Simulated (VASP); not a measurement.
# La2O3 (P-3m1) in VASP: a series of runs, part 2 of 2

VASP 6.6.1. Earlier steps stand in the parts before.

## Step 3: Single point, PBE

This run uses another cell than the first one, of 17.58 Å³/atom, 1.024 times its volume.

INCAR

```
SYSTEM = La2O3
PREC     = Accurate       ! precision mode
ENCUT    = 520            ! plane-wave cutoff, eV
EDIFF    = 1E-6           ! SCF threshold, eV
ISMEAR   = 0              ! smearing method
SIGMA    = 0.01           ! smearing width, eV
LREAL    = .False.        ! projectors in reciprocal space
LASPH    = .True.         ! aspherical terms in the spheres
NELM     = 80             ! most SCF steps
ALGO     = Normal         ! electronic algorithm
ISIF     = 2              ! what is computed and relaxed
LWAVE    = .False.        ! write WAVECAR
LCHARG   = .True.         ! write CHGCAR
GGA      = PE             ! functional
LELF     = .True.         ! ELF
LVHAR    = .True.       
NBANDS   = 28             ! bands
```

KPOINTS

```
Automatic mesh
0
Gamma
  6 6 4
  0 0 0
```

POSCAR

```
La2O3
1.0
    4.0266882256      0.0000000000      0.0000000000
   -2.0133441128      3.4872136771      0.0000000000
    0.0000000000      0.0000000000      6.2610844996
La O
2 3
Direct
    0.6666666667      0.3333333333      0.7537640000
    0.3333333333      0.6666666667      0.2462360000
    0.6666666667      0.3333333333      0.3541090000
    0.3333333333      0.6666666667      0.6458910000
    0.0000000000      0.0000000000      0.0000000000
```

Potentials or basis: VASP PAW PBE potentials, release 64 (La, O).

Command:

```console
cat potpaw_PBE.64/La/POTCAR potpaw_PBE.64/O/POTCAR > POTCAR
mpirun -np 1 vasp_std > vasp.out
```

OUTCAR:

```text
SYSTEM = La2O3
   PREC = Accurate
   ENCUT = 520
   EDIFF = 1E-6
   ISMEAR = 0
   LREAL = .False.
   LASPH = .True.
   NELM = 80
   ISIF = 2
   GGA = PE

 ion  position               nearest neighbor table
   1  0.667  0.333  0.754-   4 2.42   4 2.42   4 2.42   3 2.50   5 2.79   5 2.79   5 2.79
   2  0.333  0.667  0.246-   3 2.42   3 2.42   3 2.42   4 2.50   5 2.79   5 2.79   5 2.79
   3  0.667  0.333  0.354-   2 2.42   2 2.42   2 2.42   1 2.50
   4  0.333  0.667  0.646-   1 2.42   1 2.42   1 2.42   2 2.50
   5  0.000  0.000  0.000-   2 2.79   1 2.79   2 2.79   1 2.79   1 2.79   2 2.79

  LATTYP: Found a hexagonal cell.
 ALAT       =     4.0266882256
 C/A-ratio  =     1.5548967660

  Lattice vectors:

 A1 = (   4.0266882256,   0.0000000000,   0.0000000000)
 A2 = (  -2.0133441128,   3.4872136771,   0.0000000000)
 A3 = (   0.0000000000,   0.0000000000,   6.2610844996)

Analysis of symmetry for initial positions (statically):
=====================================================================
 Subroutine PRICEL returns:
 Original cell was already a primitive cell.

[... 174 lines left out ...]

 E-fermi :   5.3997     XC(G=0): -10.1218

 val. band max:        5.2884891038   @ k =   0.5000  -0.0000   0.5000
 cond. band min:       9.0286518729   @ k =   0.5000  -0.0000   0.0000
 fundamental gap:      3.7401627692
 Fermi energy:         5.3997277491

 k-point     1 :       0.0000    0.0000    0.0000
  band No.  band energies     occupation
      1     -24.7841      2.00000
      2     -24.6118      2.00000
      3     -11.3647      2.00000
      4     -10.1930      2.00000
      5      -9.8241      2.00000
      6      -8.2627      2.00000
[... 733 lines left out ...]
     27      10.2852      0.00000
     28      10.2994      0.00000

------------------------ aborting loop because EDIFF is reached ----------------------------------------

  FORCE on cell =-STRESS in cart. coord.  units (eV):
  Direction    XX          YY          ZZ          XY          YZ          ZX
  --------------------------------------------------------------------------------------
  -------------------------------------------------------------------------------------
  Total       -4.1958428     -4.1958413     -2.9251854     -0.0000000     -0.0000000      0.0000000
  in kB      -76.4634106    -76.4633834    -53.3074430     -0.0000000     -0.0000000      0.0000000
  external PRESSURE =     -68.7447457 kB  Pullay stress =       0.0000000 kB

 VOLUME and BASIS-vectors are now :
 -----------------------------------------------------------------------------
  energy-cutoff  :      520.00
  volume of cell :       87.92
      direct lattice vectors                 reciprocal lattice vectors
     4.026688226  0.000000000  0.000000000     0.248343041  0.143380947  0.000000000
    -2.013344113  3.487213677  0.000000000     0.000000000  0.286761894  0.000000000
     0.000000000  0.000000000  6.261084500     0.000000000  0.000000000  0.159716739

 POSITION                                       TOTAL-FORCE (eV/Angst)
 -----------------------------------------------------------------------------------
      2.01334      1.16240      4.71938        -0.000000     -0.000000     -0.486772
     -0.00000      2.32481      1.54170        -0.000000      0.000000      0.486772
      2.01334      1.16240      2.21711        -0.000000     -0.000000     -0.085534
     -0.00000      2.32481      4.04398         0.000000      0.000000      0.085534
      0.00000      0.00000      0.00000        -0.000000      0.000000     -0.000000
 -----------------------------------------------------------------------------------
    total drift:                               -0.000000      0.000000      0.000000

  FREE ENERGIE OF THE ION-ELECTRON SYSTEM (eV)
  ---------------------------------------------------
  free  energy   TOTEN  =       -41.7112744417 eV

  energy  without entropy=      -41.7112744417  energy(sigma->0) =      -41.71127444
```

OSZICAR:

```text
N       E                     dE             d eps       ncg     rms          rms(c)
DAV:   1     0.476324718093E+03    0.47632E+03   -0.15418E+04  1376   0.215E+03
DAV:   2     0.874244284771E+02   -0.38890E+03   -0.36993E+03  1784   0.350E+02
DAV:   3    -0.320857211909E+02   -0.11951E+03   -0.11593E+03  2200   0.194E+02
DAV:   4    -0.465208425483E+02   -0.14435E+02   -0.14401E+02  2292   0.717E+01
DAV:   5    -0.474815715782E+02   -0.96073E+00   -0.95992E+00  2312   0.207E+01    0.147E+01
DAV:   6    -0.417993646428E+02    0.56822E+01   -0.53448E+01  2144   0.374E+01    0.768E+00
DAV:   7    -0.417050991458E+02    0.94265E-01   -0.60868E+00  2576   0.215E+01    0.335E+00
DAV:   8    -0.417084804508E+02   -0.33813E-02   -0.62618E-01  2240   0.571E+00    0.115E+00
DAV:   9    -0.417065971076E+02    0.18833E-02   -0.10491E-01  2488   0.244E+00    0.345E-01
DAV:  10    -0.417096311204E+02   -0.30340E-02   -0.27122E-02  2336   0.930E-01    0.184E-01
DAV:  11    -0.417111062517E+02   -0.14751E-02   -0.10370E-02  2344   0.680E-01    0.147E-01
DAV:  12    -0.417112508436E+02   -0.14459E-03   -0.38995E-03  2344   0.388E-01    0.658E-02
DAV:  13    -0.417112696636E+02   -0.18820E-04   -0.15841E-03  2384   0.248E-01    0.255E-02
DAV:  14    -0.417112732758E+02   -0.36122E-05   -0.20771E-04  2256   0.104E-01    0.103E-02
DAV:  15    -0.417112745216E+02   -0.12457E-05   -0.27762E-05  2104   0.433E-02    0.429E-03
DAV:  16    -0.417112753887E+02   -0.86716E-06   -0.13116E-05  2160   0.205E-02    0.639E-03
DAV:  17    -0.417112744417E+02    0.94699E-06   -0.43704E-06  1592   0.149E-02
   1 F= -.41711274E+02 E0= -.41711274E+02  d E =-.214007E-57
```

Wall time 1.7 min (1 thread of Intel Xeon 6975P-C, shared host); peak memory 0.23 GiB.

Results:

```yaml
Free_energy: -41.7113 eV
Pressure: -6.9 GPa
Largest_force: 0.487 eV/Å
Band_gap_on_the_k_mesh: 3.74 eV, indirect (least direct gap 3.97 eV)
```

Forces on the atoms (eV/Å):
```
La   0.000  0.000 -0.487
La   0.000  0.000  0.487
O    0.000  0.000 -0.086
O    0.000  0.000  0.086
O    0.000  0.000  0.000
```

Stress tensor (GPa, compression positive):
```
-7.65  0.00  0.00
 0.00 -7.65  0.00
 0.00  0.00 -5.33
```

Caveat: spin-orbit coupling is left out, which moves the levels of the heavy elements. A hybrid or GW would open this gap; PBE tends to underestimate it.

## Step 4: Single point, PBE

This run uses another cell than the first one, of 17.99 Å³/atom, 1.048 times its volume.

INCAR

```
SYSTEM = La2O3
  PREC = Accurate
  ENCUT = 520
  EDIFF = 1E-6
  ISMEAR = 0
  SIGMA = 0.01
  LREAL = .FALSE.
  LASPH = .TRUE.
  NELM = 100
  ALGO = Normal
  ISIF = 2
  LWAVE = .FALSE.
  LCHARG = .FALSE.
  GGA = PE
  NBANDS = 28
```

KPOINTS

```
regular mesh
0
G
  6 6 4
  0 0 0
```

Edit POSCAR of step 3 so:

```diff
@@ -2,5 +2,5 @@
 1.0
-    4.0266882256      0.0000000000      0.0000000000
-   -2.0133441128      3.4872136771      0.0000000000
-    0.0000000000      0.0000000000      6.2610844996
+    4.0576639677      0.0000000000      0.0000000000
+   -2.0288319838      3.5140394519      0.0000000000
+    0.0000000000      0.0000000000      6.3092485808
 La O
```

Command:

```console
cat potpaw_PBE.64/La/POTCAR potpaw_PBE.64/O/POTCAR > POTCAR
mpirun -np 1 vasp_std > vasp.out
```

Wall time 1.8 min (1 thread of Intel Xeon 6975P-C, shared host); peak memory 0.23 GiB.

Results (log left out):

```
Free energy            : -41.6112 eV
Pressure               : -9.0 GPa
Largest force          : 0.622 eV/Å
Band gap on the k mesh : 3.70 eV, indirect (least direct gap 3.90 eV)
```

Forces on the atoms (eV/Å):
```
La   0.000  0.000 -0.622
La   0.000  0.000  0.622
O    0.000  0.000 -0.106
O    0.000  0.000  0.106
O    0.000  0.000  0.000
```

Stress tensor (GPa, compression positive):
```
-9.97  0.00  0.00
 0.00 -9.97  0.00
 0.00  0.00 -7.15
```

Levels at points of the mesh, in eV from the valence-band top:
```tsv
k point	band 18	band 19	band 20	band 21	band 22	band 23
(0.00, 0.00, 0.00)	-0.27	-0.27	-0.01	4.03	4.32	4.32
(0.50, 0.00, 0.00)	-0.57	-0.44	-0.21	3.70	4.38	4.70
(0.00, 0.00, 0.50)	-0.63	-0.22	-0.22	4.35	4.38	4.38
(0.50, 0.00, 0.50)	-0.55	-0.36	0.00	4.11	4.36	4.63
```

Caveat: spin-orbit coupling is left out, which moves the levels of the heavy elements. A k mesh can miss the band edges.

## Step 5: Overview

```tsv
cell	gap on the mesh (eV)	pressure (GPa)	largest force (eV/Å)
a = 3.995, b = 3.995, c = 6.212 Å, angles 90.0, 90.0, 120.0°, 5 atoms	3.78	-4.4	0.34
a = 4.027, b = 4.027, c = 6.261 Å, angles 90.0, 90.0, 120.0°, 5 atoms	3.74	-6.9	0.49
a = 4.058, b = 4.058, c = 6.309 Å, angles 90.0, 90.0, 120.0°, 5 atoms	3.70	-9.0	0.62
```

Alike in all rows: task single point; level PBE; potentials or basis VASP PAW PBE potentials, release 64 (La, O); no spin polarisation; k mesh 6 × 6 × 4; cutoff (eV) 520; smearing gaussian 0.01 eV.

Caveats: spin-orbit coupling is left out, which moves the levels of the heavy elements.

Total energies depend on the potentials used, so only differences within one code and one set of settings carry meaning.
